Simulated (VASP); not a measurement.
# Au (P6_3/mmc) in VASP: a series of runs, part 3 of 3

VASP 6.6.1.

## Step 5: Single point, r2SCAN (strain +0.000 along x and y, +0.050 along z)

The input, POSCAR:

```
Au
1.0
    2.8902925734      0.0000000000      0.0000000000
   -1.4451462867      2.5030667929      0.0000000000
    0.0000000000      0.0000000000      5.1079514800
Au
2
Direct
    0.3333333333      0.6666666667      0.7500000000
    0.6666666667      0.3333333333      0.2500000000
```

The input, INCAR.step1:

```
PREC = Accurate
ENCUT = 520
ISMEAR = 0
SIGMA = 0.15
LREAL = False
LASPH = True
NELM = 80
NBANDS = 18
GGA = PE
ALGO = Normal
EDIFF = 1E-4
LWAVE = True
LCHARG = False
```

The input, INCAR.step2:

```
PREC = Accurate
ENCUT = 520
EDIFF = 1E-6
ISMEAR = 0
SIGMA = 0.15
LREAL = False
LASPH = True
NELM = 80
ALGO = Normal
ISIF = 2
LWAVE = False
LCHARG = False
METAGGA = R2SCAN
LMIXTAU = True
NBANDS = 18
ISTART = 1
```

The input, KPOINTS:

```
regular mesh
0
Gamma
  24 24 12
```

Potentials or basis: VASP PAW PBE potentials, release 64 (Au).

The run is started by

```sh
cat potpaw_PBE.64/Au/POTCAR > POTCAR
cp INCAR.step1 INCAR
mpirun -np 1 vasp_std > vasp.out
cp INCAR.step2 INCAR
mpirun -np 1 vasp_std > vasp.out
```

OUTCAR:

```text
PREC = Accurate
   ENCUT = 520
   EDIFF = 1E-6
   ISMEAR = 0
   LREAL = False
   LASPH = True
   NELM = 80
   ISIF = 2
   METAGGA = R2SCAN
   ISTART = 1

 ion  position               nearest neighbor table
   1  0.333  0.667  0.750-   2 3.05   2 3.05   2 3.05   2 3.05   2 3.05   2 3.05
   2  0.667  0.333  0.250-   1 3.05   1 3.05   1 3.05   1 3.05   1 3.05   1 3.05

  LATTYP: Found a hexagonal cell.
 ALAT       =     2.8902925734
 C/A-ratio  =     1.7672783465

  Lattice vectors:

 A1 = (   2.8902925734,   0.0000000000,   0.0000000000)
 A2 = (  -1.4451462867,   2.5030667929,   0.0000000000)
 A3 = (   0.0000000000,   0.0000000000,   5.1079514800)

Analysis of symmetry for initial positions (statically):
=====================================================================
 Subroutine PRICEL returns:
 Original cell was already a primitive cell.

 Routine SETGRP: Setting up the symmetry group for a
 hexagonal supercell.

 Subroutine GETGRP returns: Found 24 space group operations
 (whereof 12 operations were pure point group operations)
 out of a pool of 24 trial point group operations.

The static configuration has the point symmetry D_3d.
 The point group associated with its full space group is D_6h.

Analysis of symmetry for dynamics (positions and initial velocities):
=====================================================================
 Subroutine PRICEL returns:
 Original cell was already a primitive cell.

 Routine SETGRP: Setting up the symmetry group for a
 hexagonal supercell.

 Subroutine GETGRP returns: Found 24 space group operations
 (whereof 12 operations were pure point group operations)
 out of a pool of 24 trial point group operations.

The dynamic configuration has the point symmetry D_3d.
 The point group associated with its full space group is D_6h.

 Subroutine INISYM returns: Found 24 space group operations
 (whereof 12 operations are pure point group operations),
 and found     1 'primitive' translations

----------------------------------------------------------------------------------------

                                     Primitive cell

  volume of cell :      36.9540

  direct lattice vectors                    reciprocal lattice vectors
     2.890292573  0.000000000  0.000000000     0.345985735  0.199754957  0.000000000
    -1.445146287  2.503066793  0.000000000     0.000000000  0.399509914  0.000000000
     0.000000000  0.000000000  5.107951480     0.000000000  0.000000000  0.195773199

  length of vectors
     2.890292573  2.890292573  5.107951480     0.399509914  0.399509914  0.195773199

  position of ions in fractional coordinates (direct lattice)
     0.333333333  0.666666667  0.750000000
     0.666666667  0.333333333  0.250000000

  ion indices of the primitive-cell ions
   primitive index   ion index
                 1           1
                 2           2

----------------------------------------------------------------------------------------

 KPOINTS: regular mesh

Automatic generation of k-mesh.
 Grid dimensions read from file:
 generate k-points for:   24   24   12

 Generating k-lattice:

  Cartesian coordinates                     Fractional coordinates (reciprocal lattice)
     0.014416072  0.008323123  0.000000000     0.041666667  0.000000000  0.000000000
     0.000000000  0.016646246  0.000000000     0.000000000  0.041666667  0.000000000
     0.000000000  0.000000000  0.016314433     0.000000000  0.000000000  0.083333333

  Length of vectors
     0.016646246  0.016646246  0.016314433

  Shift w.r.t. Gamma in fractional coordinates (k-lattice)
     0.000000000  0.000000000  0.000000000

 Subroutine IBZKPT returns following result:
 ===========================================

 Found    427 irreducible k-points:

 Following reciprocal coordinates:
            Coordinates               Weight
  0.000000  0.000000  0.000000      1.000000
  0.041667  0.000000  0.000000      6.000000
  0.083333 -0.000000  0.000000      6.000000
  0.125000  0.000000  0.000000      6.000000
  0.166667  0.000000  0.000000      6.000000
  0.208333 -0.000000  0.000000      6.000000
[... 16 lines left out ...]
  0.416667  0.041667  0.000000     12.000000
  0.458333  0.041667  0.000000     12.000000
 [... further k-points ...]
   k-points           NKPTS =    427   k-points in BZ     NKDIM =    427   number of bands    NBANDS=     18
   number of dos      NEDOS =    301   number of ions     NIONS =      2
   total plane-waves  NPLWV =  23040
   dimension x,y,z NGX =    24 NGY =   24 NGZ =   40
   dimension x,y,z NGXF=    48 NGYF=   48 NGZF=   80
   ions per type =               2
   NGX,Y,Z   is equivalent  to a cutoff of  13.80, 13.80, 13.02 a.u.
   NGXF,Y,Z  is equivalent  to a cutoff of  27.61, 27.61, 26.04 a.u.
 SYSTEM =  unknown system
   PREC   = accura    normal or accurate (medium, high low for compatibility)
   ISTART =      1    job   : 0-new  1-cont  2-samecut
   ICHARG =      0    charge: 1-file 2-atom 10-const
   ISPIN  =      1    spin polarized calculation?
   LNONCOLLINEAR =      F non collinear calculations
   LSORBIT =      F    spin-orbit coupling
   LASPH  =      T    aspherical Exc in radial PAW
   ENCUT  =  520.0 eV  38.22 Ry    6.18 a.u.   5.37  5.37  9.50*2*pi/ulx,y,z
   NELM   =     80;   NELMIN=  2; NELMDL=  0     # of ELM steps
   EDIFF  = 0.1E-05   stopping-criterion for ELM
   LREAL  =      F    real-space projection
   EDIFFG = 0.1E-04   stopping-criterion for IOM
   NSW    =      0    number of steps for IOM
   IBRION =     -1    ionic relax: 0-MD 1-quasi-New 2-CG
   NFREE  =      0    steps in history (QN), initial steepest desc. (CG)
   ISIF   =      2    stress and relaxation
   ISYM   =      2    0-nonsym 1-usesym 2-fastsym
   POTIM  = 0.5000    time-step for ionic-motion
   TEBEG  =    0.0;   TEEND  =   0.0 temperature during run
   PSTRESS=    0.0 pullay stress
   NELECT =      22.0000    total number of electrons
   NUPDOWN=      -1.0000    fix difference up-down
   EMIN   =  10.00;   EMAX   =-10.00  energy-range for DOS
   EFERMI =   0.00;   METHOD = LEGACY
   ISMEAR =     0;   SIGMA  =   0.15  broadening in eV -4-tet -1-fermi 0-gaus
   EFERMI_NEDOS =   21; number of points for ismear=-14 and -15
   IALGO  =     38    algorithm
   IMIX   =      4    mixing-type and parameters
     AMIX     =   0.40;   BMIX     =  1.00
     AMIX_MAG =   1.60;   BMIX_MAG =  1.00
  volume/ion in A,a.u.               =      18.48       124.69
  Fermi-wavevector in a.u.,A,eV,Ry     =   1.377195  2.602521 25.805703  1.896666
  Thomas-Fermi vector in A             =   2.502370
   LORBIT       =      0    0 simple, 1 ext, 2 COOP (PROOUT), +10 PAW based schemes
   METAGGA = R2SCAN    functional components
   LHFCALC =     F    Hartree Fock is set to
   AEXX    =    0.0000 exact exchange contribution
   IVDW    =     0    specifies the selected vdW correction
   LEPSILON=     F    determine dielectric tensor
   LRPA    =     F    only Hartree local field effects (RPA)
 non-spin polarized calculation
 Gauss-broadening in eV      SIGMA  =   0.15
  energy-cutoff  :      520.00
  volume of cell :       36.95
 maximum number of plane-waves:      1027
 NGX is ok and might be reduce to    24
   NGX = 11   NGY = 11   NGZ = 19

 number of electron      22.0000002 magnetization

 Free energy of the ion-electron system (eV)
  ---------------------------------------------------
  ext. energy  EPLUGINS =         0.00000000
  ---------------------------------------------------
  free energy    TOTEN  =      -101.13815679 eV

  energy without entropy =     -101.13091954  energy(sigma->0) =     -101.13453817

 E-fermi :   8.0761     XC(G=0): -13.0513

 val. band max:        8.0617441409   @ k =   0.3333   0.1667   0.0833
 cond. band min:       8.0824569432   @ k =   0.1250   0.0000   0.0833
 fundamental gap:      0.0207128023
 Fermi energy:         8.0761177184

 k-point     1 :       0.0000    0.0000    0.0000
  band No.  band energies     occupation
      1      -1.2019      2.00000
      2       0.8968      2.00000
      3       3.0962      2.00000
      4       3.5740      2.00000
      5       3.5740      2.00000
      6       3.7934      2.00000
[... 10 lines left out ...]
     17      27.3273      0.00000
     18      27.3273      0.00000
[... 463 lines left out ...]
 k-point    24 :       0.4583    0.0417    0.0000
  band No.  band energies     occupation
      1       1.4935      2.00000
      2       1.5826      2.00000
      3       2.1074      2.00000
      4       3.6517      2.00000
      5       3.8351      2.00000
      6       3.9602      2.00000
[... 10 lines left out ...]
     17      19.5738      0.00000
     18      23.6831      0.00000

 [... further k-points ...]
[... 5 lines left out ...]
  --------------------------------------------------------------------------------------
  -------------------------------------------------------------------------------------
  Total       -1.1892140     -1.1892140     -1.5772344      0.0000000      0.0000000      0.0000000
  in kB      -51.5596043    -51.5596043    -68.3826318      0.0000000      0.0000000      0.0000000
  external PRESSURE =     -57.1672802 kB  Pullay stress =       0.0000000 kB

 VOLUME and BASIS-vectors are now :
 -----------------------------------------------------------------------------
  energy-cutoff  :      520.00
  volume of cell :       36.95
      direct lattice vectors                 reciprocal lattice vectors
     2.890292573  0.000000000  0.000000000     0.345985735  0.199754957  0.000000000
    -1.445146287  2.503066793  0.000000000     0.000000000  0.399509914  0.000000000
     0.000000000  0.000000000  5.107951480     0.000000000  0.000000000  0.195773199

 POSITION                                       TOTAL-FORCE (eV/Angst)
 -----------------------------------------------------------------------------------
     -0.00000      1.66871      3.83096         0.000000     -0.000000      0.000000
      1.44515      0.83436      1.27699        -0.000000      0.000000      0.000000
 -----------------------------------------------------------------------------------
    total drift:                               -0.000000      0.000000     -0.000000

  FREE ENERGIE OF THE ION-ELECTRON SYSTEM (eV)
  ---------------------------------------------------
  free  energy   TOTEN  =      -101.1381567909 eV

  energy  without entropy=     -101.1309195410  energy(sigma->0) =     -101.13453817
```

OUTCAR.step1:

```text
PREC = Accurate
   ENCUT = 520
   ISMEAR = 0
   LREAL = False
   LASPH = True
[... 729 lines left out ...]
     -0.00000      1.66871      3.83096        -0.000000     -0.000000      0.000000
      1.44515      0.83436      1.27699         0.000000      0.000000      0.000000
 -----------------------------------------------------------------------------------
    total drift:                               -0.000000      0.000000     -0.000000

  FREE ENERGIE OF THE ION-ELECTRON SYSTEM (eV)
  ---------------------------------------------------
  free  energy   TOTEN  =        -6.4102340320 eV

  energy  without entropy=       -6.4025488232  energy(sigma->0) =       -6.40639143
```

Wall time 12 min (1 thread of Intel Xeon Platinum 8259CL at 2.50GHz (Skylake/Cascade Lake), shared host); peak memory 0.35 GiB.

Results:

```yaml
Free_energy: -101.1382 eV
Pressure: -5.7 GPa
Band_gap_on_the_k_mesh: zero (band 11 reaches 12.24 eV, above the bottom of band 12 at 5.33 eV)
```

Caveat: the cell differs from its parent crystal (strain +0.000 along x and y, +0.050 along z); the PAW data sets were made with another functional, which shifts forces and pressure a little; spin-orbit coupling is left out, which moves the levels of the heavy elements.

## Step 6: Single point, r2SCAN (strain +0.025 along x and y, +0.000 along z)

The input, POSCAR:

```
Au
1.0
    2.9625498877      0.0000000000      0.0000000000
   -1.4812749439      2.5656434627      0.0000000000
    0.0000000000      0.0000000000      4.8647156952
Au
2
Direct
    0.3333333333      0.6666666667      0.7500000000
    0.6666666667      0.3333333333      0.2500000000
```

The input, INCAR.step1:

```
SYSTEM = Au
ALGO = Normal
EDIFF = 1E-4
ENCUT = 520
GGA = PE
ISMEAR = 0
LASPH = .True.
LCHARG = .False.
LREAL = .False.
LWAVE = .True.
NBANDS = 18
NELM = 100
PREC = Accurate
SIGMA = 0.15
```

The input, INCAR.step2:

```
SYSTEM = Au
ALGO = Normal
EDIFF = 1E-7
ENCUT = 520
ISIF = 2
ISMEAR = 0
ISTART = 1
LASPH = .True.
LCHARG = .True.
LELF = .True.
LMIXTAU = .True.
LREAL = .False.
LVHAR = .True.
LWAVE = .False.
METAGGA = R2SCAN
NBANDS = 18
NELM = 100
PREC = Accurate
SIGMA = 0.15
```

The input, KPOINTS:

```
k-points
0
Gamma
  24 24 12
  0 0 0
```

Potentials or basis: VASP PAW PBE potentials, release 64 (Au).

The run is started by

```sh
cat potpaw_PBE.64/Au/POTCAR > POTCAR
cp INCAR.step1 INCAR
mpirun -np 1 vasp_std > vasp.out
cp INCAR.step2 INCAR
mpirun -np 1 vasp_std > vasp.out
```

Run time: 13 min. Hardware: 1 thread of Intel Xeon Platinum 8259CL at 2.50GHz (Skylake/Cascade Lake), shared host; peak memory 0.35 GiB.

Results (log left out):

```
Free energy            : -101.1404 eV
Pressure               : -6.4 GPa
Band gap on the k mesh : zero (band 11 reaches 12.03 eV, above the bottom of band 12 at 5.30 eV)
```

Stress tensor (GPa, compression positive):
```
-6.88  0.00  0.00
 0.00 -6.88  0.00
 0.00  0.00 -5.55
```

Levels at points of the mesh, in eV from the Fermi level:
| k point | band 7 | band 8 | band 9 | band 10 | band 11 | band 12 | band 13 | band 14 | band 15 | band 16 |
| --- | --- | --- | --- | --- | --- | --- | --- | --- | --- | --- |
| (0.00, 0.00, 0.00) | -4.13 | -3.65 | -3.65 | -2.32 | -2.32 | -0.45 | 2.63 | 15.31 | 16.84 | 17.48 |
| (0.50, 0.00, 0.00) | -3.52 | -2.11 | -2.07 | -1.93 | 0.34 | 1.30 | 5.99 | 7.20 | 7.47 | 10.33 |
| (0.00, 0.00, 0.50) | -4.49 | -4.49 | -2.74 | -2.74 | -2.74 | -2.74 | 11.07 | 11.07 | 15.52 | 15.52 |
| (0.50, 0.00, 0.50) | -2.44 | -2.44 | -2.00 | -2.00 | 0.74 | 0.74 | 3.63 | 3.63 | 13.56 | 13.56 |

Caveat: the cell differs from its parent crystal (strain +0.025 along x and y, +0.000 along z); the PAW data sets were made with another functional, which shifts forces and pressure a little; spin-orbit coupling is left out, which moves the levels of the heavy elements.

## Step 7: The runs side by side

| cell | gap on the mesh (eV) | pressure (GPa) |
| --- | --- | --- |
| a = 2.818, b = 2.818, c = 4.865 Å, angles 90.0, 90.0, 120.0°, 2 atoms | none | 9.5 |
| a = 2.963, b = 2.963, c = 4.621 Å, angles 90.0, 90.0, 120.0°, 2 atoms | none | 0.9 |
| a = 2.890, b = 2.890, c = 4.986 Å, angles 90.0, 90.0, 120.0°, 2 atoms | none | -3.1 |
| a = 2.890, b = 2.890, c = 5.108 Å, angles 90.0, 90.0, 120.0°, 2 atoms | none | -5.7 |
| a = 2.963, b = 2.963, c = 4.865 Å, angles 90.0, 90.0, 120.0°, 2 atoms | none | -6.4 |

Alike in all rows: task single point; level r2SCAN; potentials or basis VASP PAW PBE potentials, release 64 (Au); no spin polarisation; k mesh 24 × 24 × 12; cutoff (eV) 520; smearing gaussian 0.15 eV.

Caveats: the PAW data sets were made with another functional, which shifts forces and pressure a little; spin-orbit coupling is left out, which moves the levels of the heavy elements.

Absolute energies hang on the potentials; compare differences alone.
